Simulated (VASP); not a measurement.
# SnH (P1) in VASP: single point with PBE

Aim: the single point of SnH with PBE.

All numbers are computed with VASP 6.6.1; they aren't measurements. Logs are shortened: lines on timing, memory, paths and dates and some standing lists are left out, and cuts for length are marked.

## Step 1: The cell of the first run

The typed cell holds 8 atoms: a = 3.202 Å, b = 5.242 Å, c = 8.893 Å, α = 89.87°, β = 90.08°, γ = 90.73°.

## Step 2: Single point, PBE

INCAR reads:

```
SYSTEM = SnH
PREC     = Accurate       ! precision mode
ENCUT    = 520            ! plane-wave cutoff, eV
EDIFF    = 1E-7           ! SCF threshold, eV
ISMEAR   = 0              ! smearing method
SIGMA    = 0.2            ! smearing width, eV
LREAL    = .False.        ! projectors in reciprocal space
LASPH    = .True.         ! aspherical terms in the spheres
NELM     = 60             ! most SCF steps
ALGO     = Normal         ! electronic algorithm
ISIF     = 2              ! what is computed and relaxed
LWAVE    = .False.        ! write WAVECAR
LCHARG   = .False.        ! write CHGCAR
GGA      = PE             ! functional
NBANDS   = 40             ! bands
```

KPOINTS reads:

```
Automatic mesh
0
Gamma
  6 4 4
  0 0 0
```

POSCAR reads:

```
SnH
1.0
    3.2018291017      0.0151593828     -0.0043530672
   -0.0421012316     -5.2419251858      0.0053015679
   -0.0250109826     -0.0296068508     -8.8928445868
Sn H
4 4
Direct
   -0.0004407005      0.0001069782      0.3324833675
    0.0005407055      0.4997835922      0.8331646673
    1.0031125977      0.5004859818      0.1668159099
    0.9983283834      1.0002272489      0.6674866830
    0.5063810742      0.0016653970      0.0423530950
    0.5066722139      0.5697402133      0.5124604592
    0.4918674505      0.4304623928      0.4884268115
    0.4935382754      0.9975281958      0.9568090067
```

Potentials or basis: VASP PAW PBE potentials, release 64 (Sn_d, H).

Launch:

```
cat potpaw_PBE.64/Sn_d/POTCAR potpaw_PBE.64/H/POTCAR > POTCAR
mpirun -np 1 vasp_std > vasp.out
```

OUTCAR:

```text
SYSTEM = SnH
   PREC = Accurate
   ENCUT = 520
   EDIFF = 1E-7
   ISMEAR = 0
   LREAL = .False.
   LASPH = .True.
   NELM = 60
   ISIF = 2
   GGA = PE

 ion  position               nearest neighbor table
   1  1.000  0.000  0.332-   4 2.98   3 3.01   3 3.01
   2  0.001  0.500  0.833-   3 2.97   4 3.01   4 3.01
   3  0.003  0.500  0.167-   2 2.97   1 3.01   1 3.01
   4  0.998  0.000  0.667-   1 2.98   2 3.01   2 3.01
   5  0.506  0.002  0.042-   8 0.76
   6  0.507  0.570  0.512-   7 0.76
   7  0.492  0.430  0.488-   6 0.76
   8  0.494  0.998  0.957-   5 0.76

  LATTYP: Found a triclinic cell.
 ALAT       =     5.2420969348
 B/A-ratio  =     0.6107990728
 C/A-ratio  =     1.6964449825
 COS(alpha) =     0.0014686586
 COS(beta)  =     0.0023404010
 COS(gamma) =     0.0127670380

  Lattice vectors:

 A1 = (  -0.0421012316,  -5.2419251858,   0.0053015679)
 A2 = (  -3.2018291017,  -0.0151593828,   0.0043530672)
 A3 = (  -0.0250109826,  -0.0296068508,  -8.8928445868)

Analysis of symmetry for initial positions (statically):
=====================================================================
 Subroutine PRICEL returns:
 Original cell was already a primitive cell.

 Routine SETGRP: Setting up the symmetry group for a
 triclinic supercell.

 Subroutine GETGRP returns: Found  1 space group operations
 (whereof  1 operations were pure point group operations)
 out of a pool of  2 trial point group operations.

The static configuration has the point symmetry C_1 .

Analysis of symmetry for dynamics (positions and initial velocities):
=====================================================================
 Subroutine PRICEL returns:
 Original cell was already a primitive cell.

 Routine SETGRP: Setting up the symmetry group for a
 triclinic supercell.

 Subroutine GETGRP returns: Found  1 space group operations
 (whereof  1 operations were pure point group operations)
 out of a pool of  2 trial point group operations.

The dynamic configuration has the point symmetry C_1 .

 Subroutine INISYM returns: Found  1 space group operations
 (whereof  1 operations are pure point group operations),
 and found     1 'primitive' translations

----------------------------------------------------------------------------------------

                                     Primitive cell

  volume of cell :     149.2507

  direct lattice vectors                    reciprocal lattice vectors
     3.201829102  0.015159383 -0.004353067     0.312332177 -0.002509418 -0.000870075
    -0.042101232 -5.241925186  0.005301568     0.000904109 -0.190776227  0.000632606
    -0.025010983 -0.029606851 -8.892844587    -0.000152348 -0.000112505 -0.112449155

  length of vectors
     3.201867947  5.242096935  8.892929043     0.312343470  0.190779418  0.112449314

  position of ions in fractional coordinates (direct lattice)
     0.999559299  0.000106978  0.332483367
     0.000540706  0.499783592  0.833164667
     0.003112598  0.500485982  0.166815910
     0.998328383  0.000227249  0.667486683
     0.506381074  0.001665397  0.042353095
     0.506672214  0.569740213  0.512460459
     0.491867451  0.430462393  0.488426811
     0.493538275  0.997528196  0.956809007

  ion indices of the primitive-cell ions
   primitive index   ion index
                 1           1
                 2           2
                 3           3
                 4           4
                 5           5
                 6           6
                 7           7
                 8           8

----------------------------------------------------------------------------------------

 KPOINTS: Automatic mesh

Automatic generation of k-mesh.
 Grid dimensions read from file:
 generate k-points for:    6    4    4

 Generating k-lattice:

  Cartesian coordinates                     Fractional coordinates (reciprocal lattice)
     0.052055363 -0.000418236 -0.000145012     0.166666667  0.000000000  0.000000000
     0.000226027 -0.047694057  0.000158152    -0.000000000  0.250000000  0.000000000
    -0.000038087 -0.000028126 -0.028112289     0.000000000  0.000000000  0.250000000

  Length of vectors
     0.052057245  0.047694855  0.028112329

  Shift w.r.t. Gamma in fractional coordinates (k-lattice)
     0.000000000  0.000000000  0.000000000

 Subroutine IBZKPT returns following result:
 ===========================================

 Found     52 irreducible k-points:

 Following reciprocal coordinates:
            Coordinates               Weight
  0.000000  0.000000  0.000000      1.000000
  0.166667  0.000000  0.000000      2.000000
  0.333333  0.000000  0.000000      2.000000
  0.500000  0.000000  0.000000      1.000000
  0.000000  0.250000  0.000000      2.000000
  0.166667  0.250000 -0.000000      2.000000
[... 16 lines left out ...]
  0.333333  0.250000  0.250000      2.000000
  0.500000  0.250000  0.250000      2.000000
 [... further k-points ...]
   k-points           NKPTS =     52   k-points in BZ     NKDIM =     52   number of bands    NBANDS=     40
   number of dos      NEDOS =    301   number of ions     NIONS =      8
   total plane-waves  NPLWV =  67200
   dimension x,y,z NGX =    24 NGY =   40 NGZ =   70
   dimension x,y,z NGXF=    48 NGYF=   80 NGZF=  140
   ions per type =               4   4
   NGX,Y,Z   is equivalent  to a cutoff of  12.46, 12.69, 13.09 a.u.
   NGXF,Y,Z  is equivalent  to a cutoff of  24.92, 25.37, 26.17 a.u.
 SYSTEM =  SnH
   PREC   = accura    normal or accurate (medium, high low for compatibility)
   ISTART =      0    job   : 0-new  1-cont  2-samecut
   ICHARG =      2    charge: 1-file 2-atom 10-const
   ISPIN  =      1    spin polarized calculation?
   LNONCOLLINEAR =      F non collinear calculations
   LSORBIT =      F    spin-orbit coupling
   LASPH  =      T    aspherical Exc in radial PAW
   ENCUT  =  520.0 eV  38.22 Ry    6.18 a.u.   5.95  9.75 16.53*2*pi/ulx,y,z
   NELM   =     60;   NELMIN=  2; NELMDL= -5     # of ELM steps
   EDIFF  = 0.1E-06   stopping-criterion for ELM
   LREAL  =      F    real-space projection
   EDIFFG = 0.1E-05   stopping-criterion for IOM
   NSW    =      0    number of steps for IOM
   IBRION =     -1    ionic relax: 0-MD 1-quasi-New 2-CG
   NFREE  =      0    steps in history (QN), initial steepest desc. (CG)
   ISIF   =      2    stress and relaxation
   ISYM   =      2    0-nonsym 1-usesym 2-fastsym
   POTIM  = 0.5000    time-step for ionic-motion
   TEBEG  =    0.0;   TEEND  =   0.0 temperature during run
   PSTRESS=    0.0 pullay stress
   NELECT =      60.0000    total number of electrons
   NUPDOWN=      -1.0000    fix difference up-down
   EMIN   =  10.00;   EMAX   =-10.00  energy-range for DOS
   EFERMI =   0.00;   METHOD = LEGACY
   ISMEAR =     0;   SIGMA  =   0.20  broadening in eV -4-tet -1-fermi 0-gaus
   EFERMI_NEDOS =   21; number of points for ismear=-14 and -15
   IALGO  =     38    algorithm
   IMIX   =      4    mixing-type and parameters
     AMIX     =   0.40;   BMIX     =  1.00
     AMIX_MAG =   1.60;   BMIX_MAG =  1.00
  volume/ion in A,a.u.               =      18.66       125.90
  Fermi-wavevector in a.u.,A,eV,Ry     =   1.208240  2.283242 19.862378  1.459844
  Thomas-Fermi vector in A             =   2.343854
   LORBIT       =      0    0 simple, 1 ext, 2 COOP (PROOUT), +10 PAW based schemes
   GGA     = PE    functional components
   LHFCALC =     F    Hartree Fock is set to
   AEXX    =    0.0000 exact exchange contribution
   IVDW    =     0    specifies the selected vdW correction
   LEPSILON=     F    determine dielectric tensor
   LRPA    =     F    only Hartree local field effects (RPA)
 non-spin polarized calculation
 Gauss-broadening in eV      SIGMA  =   0.20
  energy-cutoff  :      520.00
  volume of cell :      149.25
 maximum number of plane-waves:      4042
   NGX = 11   NGY = 19   NGZ = 33

 number of electron      60.0000008 magnetization

 Free energy of the ion-electron system (eV)
  ---------------------------------------------------
  ext. energy  EPLUGINS =         0.00000000
  ---------------------------------------------------
  free energy    TOTEN  =       -27.90495295 eV

  energy without entropy =      -27.85578945  energy(sigma->0) =      -27.88037120

 E-fermi :   5.1640     XC(G=0):  -9.2293

 val. band max:        5.1551142438   @ k =   0.5000   0.0000   0.2500
 cond. band min:       5.1872122237   @ k =   0.5000   0.0000   0.0000
 fundamental gap:      0.0320979799
 Fermi energy:         5.1640455959

 k-point     1 :       0.0000    0.0000    0.0000
  band No.  band energies     occupation
      1     -16.3730      2.00000
      2     -16.3508      2.00000
      3     -16.3415      2.00000
      4     -16.3020      2.00000
      5     -16.2501      2.00000
      6     -16.2282      2.00000
[... 32 lines left out ...]
     39      12.8493      0.00000
     40      12.8898      0.00000

 k-point     2 :       0.1667    0.0000    0.0000
  band No.  band energies     occupation
      1     -16.3288      2.00000
      2     -16.3197      2.00000
      3     -16.2994      2.00000
      4     -16.2944      2.00000
      5     -16.2478      2.00000
      6     -16.2264      2.00000
[... 32 lines left out ...]
     39      11.5543      0.00000
     40      12.8494      0.00000

 k-point     3 :       0.3333    0.0000    0.0000
  band No.  band energies     occupation
      1     -16.3018      2.00000
      2     -16.2942      2.00000
      3     -16.2443      2.00000
      4     -16.2366      2.00000
      5     -16.2295      2.00000
      6     -16.2290      2.00000
[... 853 lines left out ...]
  band No.  band energies     occupation
      1     -16.3229      2.00000
      2     -16.2797      2.00000
      3     -16.2642      2.00000
      4     -16.2595      2.00000
      5     -16.2398      2.00000
      6     -16.2335      2.00000
[... 32 lines left out ...]
     39      10.9080      0.00000
     40      11.0352      0.00000

 k-point    24 :       0.5000    0.2500    0.2500
  band No.  band energies     occupation
      1     -16.3194      2.00000
      2     -16.2765      2.00000
      3     -16.2626      2.00000
      4     -16.2576      2.00000
      5     -16.2553      2.00000
      6     -16.2489      2.00000
[... 32 lines left out ...]
     39      10.0807      0.00000
     40      10.1382      0.00000

 [... further k-points ...]

------------------------ aborting loop because EDIFF is reached ----------------------------------------

  FORCE on cell =-STRESS in cart. coord.  units (eV):
  Direction    XX          YY          ZZ          XY          YZ          ZX
  --------------------------------------------------------------------------------------
  -------------------------------------------------------------------------------------
  Total       -0.1529856     -0.1151304     -0.0471186     -0.0419827     -0.0104463     -0.0024814
  in kB       -1.6422717     -1.2359033     -0.5058095     -0.4506767     -0.1121391     -0.0266376
  external PRESSURE =      -1.1279948 kB  Pullay stress =       0.0000000 kB

 VOLUME and BASIS-vectors are now :
 -----------------------------------------------------------------------------
  energy-cutoff  :      520.00
  volume of cell :      149.25
      direct lattice vectors                 reciprocal lattice vectors
     3.201829102  0.015159383 -0.004353067     0.312332177 -0.002509418 -0.000870075
    -0.042101232 -5.241925186  0.005301568     0.000904109 -0.190776227  0.000632606
    -0.025010983 -0.029606851 -8.892844587    -0.000152348 -0.000112505 -0.112449155

 POSITION                                       TOTAL-FORCE (eV/Angst)
 -----------------------------------------------------------------------------------
      3.19210      0.00475     -2.96107         0.001090      0.003565      0.007034
     -0.04015     -2.64449     -7.40656        -0.001288      0.004532      0.013183
     -0.01528     -2.62840     -1.48083        -0.004465     -0.003652     -0.014561
      3.17977     -0.00582     -5.94020         0.002720     -0.001774     -0.005619
      1.62022     -0.00231     -0.37883        -0.000971     -0.000398     -0.002748
      1.58547     -2.99403     -4.55642        -0.000461     -0.000927      0.004948
      1.54454     -2.26346     -4.34336         0.001424      0.000637     -0.001484
      1.51430     -5.24981     -8.50561         0.001952     -0.001982     -0.000753
 -----------------------------------------------------------------------------------
    total drift:                               -0.000203     -0.000021      0.000084

  FREE ENERGIE OF THE ION-ELECTRON SYSTEM (eV)
  ---------------------------------------------------
  free  energy   TOTEN  =       -27.9049529481 eV

  energy  without entropy=      -27.8557894515  energy(sigma->0) =      -27.88037120
```

Run time: 2.9 min. Hardware: 1 thread of AMD EPYC 9R45 (Zen 5), shared host; peak memory 0.35 GiB.

Results:

```
Free energy            : -27.9050 eV
Pressure               : -0.1 GPa
Largest force          : 0.016 eV/Å
Band gap on the k mesh : zero (bands 30 and 31 overlap by 2.47 eV)
```

Forces on the atoms (eV/Å):
```
Sn   0.001  0.004  0.007
Sn  -0.001  0.005  0.013
Sn  -0.004 -0.004 -0.015
Sn   0.003 -0.002 -0.006
H   -0.001  0.000 -0.003
H    0.000 -0.001  0.005
H    0.001  0.001 -0.001
H    0.002 -0.002 -0.001
```

Levels at points of the mesh, in eV from the Fermi level:
| k point | band 28 | band 29 | band 30 | band 31 | band 32 | band 33 |
| --- | --- | --- | --- | --- | --- | --- |
| (0.00, 0.00, 0.00) | -2.04 | -1.98 | 0.38 | 0.59 | 0.77 | 3.96 |
| (0.50, 0.00, 0.00) | -1.60 | -1.58 | -0.91 | -0.04 | 0.02 | 0.25 |
| (0.00, 0.50, 0.00) | -2.31 | 0.13 | 0.39 | 2.34 | 2.50 | 4.89 |
| (0.50, 0.50, 0.00) | -2.84 | -1.82 | -1.69 | -1.46 | -1.42 | 2.93 |
| (0.00, 0.00, 0.50) | -2.63 | -0.96 | -0.78 | 2.00 | 2.45 | 2.55 |
| (0.50, 0.00, 0.50) | -3.01 | -0.70 | -0.68 | -0.51 | -0.51 | 1.12 |
| (0.00, 0.50, 0.50) | -2.91 | 0.40 | 0.47 | 3.74 | 3.93 | 4.52 |
| (0.50, 0.50, 0.50) | -2.96 | -1.48 | -1.48 | -0.86 | -0.81 | 1.22 |

Caveat: spin-orbit coupling is left out, which moves the levels of the heavy elements.

The gap in the log of VASP goes by the Fermi energy; the results here count the filled bands.